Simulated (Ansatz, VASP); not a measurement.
**Al in VASP and in Ansatz**

```xyz
4
Lattice="2.8473 0.0000 0.0000 -1.4237 2.4658 0.0000 0.0000 0.0000 9.2482" Properties=species:S:1:pos:R:3 pbc="T T T"
Al    0.0000    0.0000    0.0000
Al    0.0000    1.6439    2.3120
Al    0.0000    0.0000    4.6241
Al    1.4237    0.8219    6.9361
```

Alike in both runs: task single point; functional PBEsol; k mesh 30 × 30 × 10; occupations gaussian, width 0.1 eV; no spin polarisation.

|  | VASP | Ansatz |
| --- | --- | --- |
| version | VASP 6.6.1 | Ansatz 0.2.0 |
| potentials or method | VASP PAW PBE potentials, release 64 (Al), cutoff 500 eV | scalar-relativistic, plane waves, PAW |
| valence electrons in the cell | 12 | 12 |

```csv
,VASP,Ansatz,Ansatz less VASP
gap on the k mesh at the Fermi level (eV),none,none,-
pressure (GPa),0.1,0.0,-0.06
"traceless stress, the component that is largest in VASP (GPa)",0.52,0.51,-0.003
```

VASP's potentials were made for PBE, not for PBEsol. A gap of «none» marks a metal or a gap that the smearing closes.
